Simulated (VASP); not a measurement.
# B4Ru (P4/mmm) in VASP: notebook, part 2 of 2

VASP 6.6.1. Earlier steps stand in the parts before.

## Step 4: Single point, PBE, collinear spin, ferromagnetic start

This run uses another cell than the first one, of 9.31 Å³/atom.

File INCAR:

```
SYSTEM = B4Ru
ALGO = Normal
EDIFF = 1E-6
ENCUT = 520
GGA = PE
ISIF = 2
ISMEAR = 0
ISPIN = 2
LASPH = .TRUE.
LCHARG = .TRUE.
LELF = .TRUE.
LMAXMIX = 4
LORBIT = 11
LREAL = .FALSE.
LVHAR = .TRUE.
LWAVE = .FALSE.
MAGMOM = 0 0 0 0 1
NBANDS = 25
NELM = 150
PREC = Accurate
SIGMA = 0.1
```

File KPOINTS:

```
k-points
0
G
  6 6 4
  0 0 0
```

File POSCAR:

```
B4Ru
1.0
    2.6305013182      0.0000000000      0.0000000000
    0.0000000000      2.6305013182      0.0000000000
    0.0000000000      0.0000000000      6.7284174972
B Ru
4 1
Direct
    0.5000000000      0.5000000000      0.1758362811
    0.5000000000      0.5000000000      0.8241637189
    0.5000000000      0.0000000000      0.0000000000
    0.0000000000      0.5000000000      0.0000000000
    0.5000000000      0.5000000000      0.5000000000
```

Started as:

```console
> cat potpaw_PBE.64/B/POTCAR potpaw_PBE.64/Ru_pv/POTCAR > POTCAR
> mpirun -np 1 vasp_std > vasp.out
```

Wall time 53 s (1 thread of Intel Xeon Platinum 8559C (Emerald Rapids), shared host); peak memory 0.19 GiB.

Results (log left out):

```yaml
Free_energy: -31.7013 eV
Pressure: 0.0 GPa
Largest_force: 0.101 eV/Å
Net_moment: 0.21 μB per cell
Site_moments: B +0.00, -0.00 (each value once); Ru +0.19 μB
Valence_electrons_inside_the_program's_atomic_spheres: B 1.84, 2.09 (each value once); Ru 12.56
```

Forces in eV/Å, atoms in the order of the input:
```
B    0.000  0.000  0.101
B    0.000  0.000 -0.101
B    0.000  0.000  0.000
B    0.000  0.000  0.000
Ru   0.000  0.000  0.000
```

Stress tensor (GPa, compression positive):
```
-0.81  0.00  0.00
 0.00 -0.81  0.00
 0.00  0.00  1.54
```

Levels at points of the mesh, in eV from the Fermi level:
Spin up:
```tsv
k point	band 11	band 12	band 13	band 14	band 15	band 16
(0.00, 0.00, 0.00)	-1.44	-0.10	-0.10	1.33	5.14	5.14
(0.50, 0.00, 0.00)	-0.64	-0.26	0.28	0.31	1.23	3.61
(0.50, 0.50, 0.00)	-3.33	-1.55	-1.55	-1.36	2.78	4.09
(0.00, 0.00, 0.50)	-3.35	0.09	0.09	1.33	4.64	4.64
(0.50, 0.00, 0.50)	-1.82	-0.63	-0.52	0.68	2.24	3.71
(0.50, 0.50, 0.50)	-3.78	-2.34	-2.34	0.91	0.92	2.78
```
Spin down:
| k point | band 9 | band 10 | band 11 | band 12 | band 13 | band 14 | band 15 | band 16 | band 17 | band 18 |
| --- | --- | --- | --- | --- | --- | --- | --- | --- | --- | --- |
| (0.00, 0.00, 0.00) | -3.32 | -3.32 | -1.42 | 0.06 | 0.06 | 1.44 | 5.16 | 5.16 | 5.30 | 6.02 |
| (0.50, 0.00, 0.00) | -3.36 | -2.28 | -0.53 | -0.26 | 0.32 | 0.45 | 1.25 | 3.71 | 4.27 | 5.14 |
| (0.50, 0.50, 0.00) | -4.45 | -4.32 | -3.27 | -1.43 | -1.43 | -1.34 | 2.97 | 4.11 | 5.25 | 5.25 |
| (0.00, 0.00, 0.50) | -3.89 | -3.35 | -3.35 | 0.25 | 0.25 | 1.44 | 4.64 | 4.64 | 5.83 | 6.54 |
| (0.50, 0.00, 0.50) | -3.37 | -2.28 | -1.80 | -0.53 | -0.49 | 0.81 | 2.26 | 3.74 | 4.27 | 4.93 |
| (0.50, 0.50, 0.50) | -3.91 | -3.91 | -3.73 | -2.20 | -2.20 | 0.93 | 0.95 | 2.97 | 6.91 | 7.12 |

Caveat: the k points lie up to 0.40 Å⁻¹ apart.

## Step 5: Single point, PBE, collinear spin, ferromagnetic start

This run uses another cell than the first one, of 9.34 Å³/atom.

File INCAR:

```
SYSTEM = B4Ru
ALGO = Normal ; EDIFF = 1E-6
ENCUT = 520 ; GGA = PE
ISIF = 2 ; ISMEAR = 0
ISPIN = 2 ; LASPH = .TRUE.
LCHARG = .TRUE. ; LELF = .TRUE.
LMAXMIX = 4 ; LORBIT = 11
LREAL = .FALSE. ; LVHAR = .TRUE.
LWAVE = .FALSE. ; MAGMOM = 0 0 0 0 0.44
NBANDS = 25 ; NELM = 150
PREC = Accurate ; SIGMA = 0.1
```

File KPOINTS:

```
k-points
0
G
  14 14 6
  0 0 0
```

File POSCAR:

```
B4Ru
1.0
    2.6346385703      0.0000000000      0.0000000000
    0.0000000000      2.6346385703      0.0000000000
    0.0000000000      0.0000000000      6.7264069547
B Ru
4 1
Direct
    0.5000000000      0.5000000000      0.1741108700
    0.5000000000      0.5000000000      0.8258891300
    0.5000000000      0.0000000000      0.0000000000
    0.0000000000      0.5000000000      0.0000000000
    0.5000000000      0.5000000000      0.5000000000
```

Potentials or basis: VASP PAW PBE potentials, release 64 (B, Ru_pv).

Started as:

```console
> cat potpaw_PBE.64/B/POTCAR potpaw_PBE.64/Ru_pv/POTCAR > POTCAR
> mpirun -np 1 vasp_std > vasp.out
```

OUTCAR:

```text
SYSTEM = B4Ru
   EDIFF = 1E-6
   ENCUT = 520
   GGA = PE
   ISIF = 2
   ISMEAR = 0
   ISPIN = 2
   LASPH = .TRUE.
   LORBIT = 11
   LREAL = .FALSE.
   NELM = 150
   PREC = Accurate

 ion  position               nearest neighbor table
   1  0.500  0.500  0.174-   3 1.76   4 1.76   3 1.76   4 1.76   5 2.19
   2  0.500  0.500  0.826-   3 1.76   4 1.76   3 1.76   4 1.76   5 2.19
   3  0.500  0.000  0.000-   1 1.76   2 1.76   1 1.76   2 1.76   4 1.86   4 1.86   4 1.86   4 1.86

   4  0.000  0.500  0.000-   1 1.76   2 1.76   1 1.76   2 1.76   3 1.86   3 1.86   3 1.86   3 1.86

   5  0.500  0.500  0.500-   1 2.19   2 2.19

  LATTYP: Found a simple tetragonal cell.
 ALAT       =     2.6346385703
 C/A-ratio  =     2.5530663031

  Lattice vectors:

 A1 = (   2.6346385703,   0.0000000000,   0.0000000000)
 A2 = (   0.0000000000,   2.6346385703,   0.0000000000)
 A3 = (   0.0000000000,   0.0000000000,   6.7264069547)

Analysis of symmetry for initial positions (statically):
=====================================================================
 Subroutine PRICEL returns:
 Original cell was already a primitive cell.

 Routine SETGRP: Setting up the symmetry group for a
 simple tetragonal supercell.

 Subroutine GETGRP returns: Found 16 space group operations
 (whereof 16 operations were pure point group operations)
 out of a pool of 16 trial point group operations.

The static configuration has the point symmetry D_4h.

Analysis of symmetry for dynamics (positions and initial velocities):
=====================================================================
 Subroutine PRICEL returns:
 Original cell was already a primitive cell.

 Routine SETGRP: Setting up the symmetry group for a
 simple tetragonal supercell.

 Subroutine GETGRP returns: Found 16 space group operations
 (whereof 16 operations were pure point group operations)
 out of a pool of 16 trial point group operations.

The dynamic configuration has the point symmetry D_4h.

Analysis of structural, dynamic, and magnetic symmetry:
=====================================================================
 Subroutine PRICEL returns:
 Original cell was already a primitive cell.

 Routine SETGRP: Setting up the symmetry group for a
 simple tetragonal supercell.

 Subroutine GETGRP returns: Found 16 space group operations
 (whereof 16 operations were pure point group operations)
 out of a pool of 16 trial point group operations.

The overall configuration has the point symmetry D_4h.

 Subroutine INISYM returns: Found 16 space group operations
 (whereof 16 operations are pure point group operations),
 and found     1 'primitive' translations

----------------------------------------------------------------------------------------

                                     Primitive cell

  volume of cell :      46.6901

  direct lattice vectors                    reciprocal lattice vectors
     2.634638570  0.000000000  0.000000000     0.379558704  0.000000000  0.000000000
     0.000000000  2.634638570  0.000000000     0.000000000  0.379558704  0.000000000
     0.000000000  0.000000000  6.726406955     0.000000000  0.000000000  0.148667782

  length of vectors
[... 89 lines left out ...]
   LREAL  =      F    real-space projection
   EDIFFG = 0.1E-04   stopping-criterion for IOM
   NSW    =      0    number of steps for IOM
   IBRION =     -1    ionic relax: 0-MD 1-quasi-New 2-CG
   NFREE  =      0    steps in history (QN), initial steepest desc. (CG)
   ISIF   =      2    stress and relaxation
   ISYM   =      2    0-nonsym 1-usesym 2-fastsym
   POTIM  = 0.5000    time-step for ionic-motion
   TEBEG  =    0.0;   TEEND  =   0.0 temperature during run
   PSTRESS=    0.0 pullay stress
   NELECT =      26.0000    total number of electrons
   NUPDOWN=      -1.0000    fix difference up-down
   EMIN   =  10.00;   EMAX   =-10.00  energy-range for DOS
   EFERMI =   0.00;   METHOD = LEGACY
   ISMEAR =     0;   SIGMA  =   0.10  broadening in eV -4-tet -1-fermi 0-gaus
   EFERMI_NEDOS =   21; number of points for ismear=-14 and -15
   IALGO  =     38    algorithm
   IMIX   =      4    mixing-type and parameters
     AMIX     =   0.40;   BMIX     =  1.00
     AMIX_MAG =   1.60;   BMIX_MAG =  1.00
  volume/ion in A,a.u.               =       9.34        63.02
  Fermi-wavevector in a.u.,A,eV,Ry     =   1.346865  2.545207 24.681601  1.814046
  Thomas-Fermi vector in A             =   2.474663
   LORBIT       =     11    0 simple, 1 ext, 2 COOP (PROOUT), +10 PAW based schemes
   GGA     = PE    functional components
   LHFCALC =     F    Hartree Fock is set to
   AEXX    =    0.0000 exact exchange contribution
   IVDW    =     0    specifies the selected vdW correction
   LEPSILON=     F    determine dielectric tensor
   LRPA    =     F    only Hartree local field effects (RPA)
 spin polarized calculation
 Gauss-broadening in eV      SIGMA  =   0.10
  energy-cutoff  :      520.00
  volume of cell :       46.69
 maximum number of plane-waves:      1280
 NGX is ok and might be reduce to    20
   NGX =  9   NGY =  9   NGZ = 25

 number of electron      25.9999996 magnetization       0.0007183

 Free energy of the ion-electron system (eV)
  ---------------------------------------------------
  ext. energy  EPLUGINS =         0.00000000
  ---------------------------------------------------
  free energy    TOTEN  =       -31.76852193 eV

  energy without entropy =      -31.75497408  energy(sigma->0) =      -31.76174801

 E-fermi :   7.0685     XC(G=0): -11.9180

 val. band max:        7.0542966754   @ k =   0.0714   0.0000   0.3333
 cond. band min:       7.0687331929   @ k =   0.2857   0.1429   0.5000
 fundamental gap:      0.0144365175
 Fermi energy:         7.0684803272

 spin component 1

 k-point     1 :       0.0000    0.0000    0.0000
  band No.  band energies     occupation
      1     -35.5086      1.00000
      2     -35.1530      1.00000
      3     -35.1530      1.00000
      4      -9.4897      1.00000
      5      -3.2593      1.00000
      6       0.4192      1.00000
[... 661 lines left out ...]
     24      20.4735      0.00000
     25      20.6680      0.00000

 [... further k-points ...]

 spin component 2

 k-point     1 :       0.0000    0.0000    0.0000
  band No.  band energies     occupation
      1     -35.5079      1.00000
      2     -35.1525      1.00000
      3     -35.1525      1.00000
      4      -9.4897      1.00000
      5      -3.2593      1.00000
      6       0.4193      1.00000
[... 661 lines left out ...]
     24      20.4736      0.00000
     25      20.6681      0.00000

 [... further k-points ...]

------------------------ aborting loop because EDIFF is reached ----------------------------------------

  FORCE on cell =-STRESS in cart. coord.  units (eV):
  Direction    XX          YY          ZZ          XY          YZ          ZX
  --------------------------------------------------------------------------------------
  -------------------------------------------------------------------------------------
  Total        0.0076566      0.0076566     -0.0124968      0.0000000     -0.0000000     -0.0000000
  in kB        0.2627369      0.2627369     -0.4288300      0.0000000     -0.0000000     -0.0000000
  external PRESSURE =       0.0322146 kB  Pullay stress =       0.0000000 kB

 VOLUME and BASIS-vectors are now :
 -----------------------------------------------------------------------------
  energy-cutoff  :      520.00
  volume of cell :       46.69
      direct lattice vectors                 reciprocal lattice vectors
     2.634638570  0.000000000  0.000000000     0.379558704  0.000000000  0.000000000
     0.000000000  2.634638570  0.000000000     0.000000000  0.379558704  0.000000000
     0.000000000  0.000000000  6.726406955     0.000000000  0.000000000  0.148667782

 POSITION                                       TOTAL-FORCE (eV/Angst)
 -----------------------------------------------------------------------------------
      1.31732      1.31732      1.17114         0.000000      0.000000      0.009788
      1.31732      1.31732      5.55527         0.000000     -0.000000     -0.009788
      1.31732      0.00000      0.00000         0.000000      0.000000      0.000000
      0.00000      1.31732      0.00000         0.000000      0.000000      0.000000
      1.31732      1.31732      3.36320         0.000000      0.000000      0.000000
 -----------------------------------------------------------------------------------
    total drift:                               -0.000000      0.000000      0.000000

  FREE ENERGIE OF THE ION-ELECTRON SYSTEM (eV)
  ---------------------------------------------------
  free  energy   TOTEN  =       -31.7685219303 eV

  energy  without entropy=      -31.7549740803  energy(sigma->0) =      -31.76174801

 total charge

# of ion       s       p       d       tot
------------------------------------------
    1        0.702   1.143   0.000   1.845
    2        0.702   1.143   0.000   1.845
    3        0.700   1.399   0.000   2.099
    4        0.700   1.399   0.000   2.099
    5        0.386   6.186   5.977  12.549
--------------------------------------------------
tot          3.190  11.270   5.977  20.437

 magnetization (x)

# of ion       s       p       d       tot
------------------------------------------
    1        0.000  -0.000   0.000  -0.000
    2        0.000  -0.000   0.000  -0.000
    3       -0.000  -0.000   0.000  -0.000
    4       -0.000  -0.000   0.000  -0.000
    5        0.000   0.000   0.001   0.001
--------------------------------------------------
tot          0.000  -0.000   0.001   0.001
```

It took 3.5 min on 1 thread of Intel Xeon Platinum 8559C (Emerald Rapids), shared host; peak memory 0.34 GiB.

What came out:

| Item | Value |
| --- | --- |
| Free energy | -31.7685 eV |
| Pressure | 0.0 GPa |
| Largest force | 0.010 eV/Å |
| Band gap on the k mesh | zero (filled and empty bands overlap) |
| Net moment | 0.00 μB per cell |
| Valence electrons inside the program's atomic spheres | B 1.84, 2.10 (each value once); Ru 12.55 |

Forces in eV/Å, atoms in the order of the input:
```
B    0.000  0.000  0.010
B    0.000  0.000 -0.010
B    0.000  0.000  0.000
B    0.000  0.000  0.000
Ru   0.000  0.000  0.000
```

Levels at points of the mesh, in eV from the Fermi level:
Spin up:
```
           k point  band 11  band 12  band 13  band 14  band 15  band 16
(0.00, 0.00, 0.00)    -1.28     0.00     0.00     1.42     5.21     5.21
(0.50, 0.00, 0.00)    -0.53    -0.26     0.38     0.45     1.38     3.67
(0.50, 0.50, 0.00)    -3.23    -1.44    -1.44    -1.25     2.93     4.28
(0.00, 0.00, 0.50)    -3.30     0.19     0.19     1.42     4.73     4.73
(0.50, 0.00, 0.50)    -1.74    -0.53    -0.49     0.74     2.32     3.89
(0.50, 0.50, 0.50)    -3.68    -2.22    -2.22     0.99     1.08     2.93
```
Spin down:
```
           k point  band 10  band 11  band 12  band 13  band 14  band 15  band 16  band 17
(0.00, 0.00, 0.00)    -3.26    -1.28     0.01     0.01     1.42     5.21     5.21     5.26
(0.50, 0.00, 0.00)    -2.28    -0.53    -0.26     0.38     0.45     1.38     3.67     4.40
(0.50, 0.50, 0.00)    -4.27    -3.23    -1.44    -1.44    -1.25     2.93     4.28     5.38
(0.00, 0.00, 0.50)    -3.30    -3.30     0.19     0.19     1.42     4.73     4.73     5.93
(0.50, 0.00, 0.50)    -2.17    -1.74    -0.53    -0.49     0.74     2.32     3.89     4.39
(0.50, 0.50, 0.50)    -3.80    -3.68    -2.22    -2.22     0.99     1.08     2.93     7.05
```

## Step 6: The runs side by side

| spin | cell | k mesh | gap on the mesh (eV) | pressure (GPa) | moment (μB) | largest force (eV/Å) |
| --- | --- | --- | --- | --- | --- | --- |
| off | a = 2.631, b = 2.631, c = 6.728 Å, 5 atoms | 6 × 6 × 6 | none | 0.0 | - | 0.01 |
| collinear, ferromagnetic start | a = 2.631, b = 2.631, c = 6.728 Å, 5 atoms | 6 × 6 × 4 | none | 0.0 | 0.21 | 0.10 |
| collinear, ferromagnetic start | a = 2.635, b = 2.635, c = 6.726 Å, 5 atoms | 14 × 14 × 6 | none | 0.0 | 0.00 | 0.01 |

Alike in all rows: task single point; level PBE; potentials or basis VASP PAW PBE potentials, release 64 (B, Ru_pv); cutoff (eV) 520; smearing gaussian 0.1 eV.

Caveats: some runs use coarse meshes.

Total energies depend on the potentials used, so only differences within one code and one set of settings carry meaning.
